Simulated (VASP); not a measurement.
Wanted: the native input for a VASP 6.6.1 run.

* Task: electric field gradients
* Functional: PBEsol
* Potentials or basis: VASP PAW PBE potentials, release 64 (Ga_d, P)
* Cutoff: 520 eV
* k mesh: 12 × 12 × 12
* Occupations: fermi-dirac, width 0.08 eV
* Spin: no spin polarisation
* Dipole correction: no
* Further INCAR settings: ALGO = Normal; EDIFF = 1e-08; NBANDS = 16

The structure of GaP lies in POSCAR:

```
GaP
1.0
    0.0000000000      2.6696170428      2.6696170428
    2.6696170428      0.0000000000      2.6696170428
    2.6696170428      2.6696170428      0.0000000000
Ga P
1 1
Direct
    0.0000000000      0.0000000000      0.0000000000
    0.7500000000      0.7500000000      0.7500000000
```

This cell differs from its parent crystal: volume scaled by 0.94.

One way to write it, as run:

INCAR

```
SYSTEM = GaP
ALGO     = Normal         ! electronic algorithm
EDIFF    = 1E-8           ! SCF threshold, eV
ENCUT    = 520            ! plane-wave cutoff, eV
GGA      = PS             ! functional
ISIF     = 2              ! what is computed and relaxed
ISMEAR   = -1             ! smearing method
LASPH    = .TRUE.         ! aspherical terms in the spheres
LCHARG   = .FALSE.        ! write CHGCAR
LEFG     = .TRUE.       
LREAL    = .FALSE.        ! projectors in reciprocal space
LWAVE    = .FALSE.        ! write WAVECAR
NBANDS   = 16             ! bands
NELM     = 80             ! most SCF steps
PREC     = Accurate       ! precision mode
SIGMA    = 0.08           ! smearing width, eV
```

KPOINTS

```
k-points
0
G
  12 12 12
  0 0 0
```

Potentials or basis: VASP PAW PBE potentials, release 64 (Ga_d, P).

Launch:

```console
$ cat potpaw_PBE.64/Ga_d/POTCAR potpaw_PBE.64/P/POTCAR > POTCAR
$ mpirun -np 1 vasp_std > vasp.out
```

Results of the run:

```yaml
Pressure: 5.2 GPa
Band_gap_on_the_k_mesh: 1.35 eV, indirect (least direct gap 2.27 eV)
```

Caveat: without QUAD_EFG the Cq values of the log hold for a quadrupole moment of 1 mb, not for the nuclei; the PAW data sets were made with another functional, which shifts forces and pressure a little.

Run time: 18 s on 1 thread of Intel(R) Xeon(R) 6975P-C (Granite Rapids), on a shared host, peak memory 0.18 GiB.
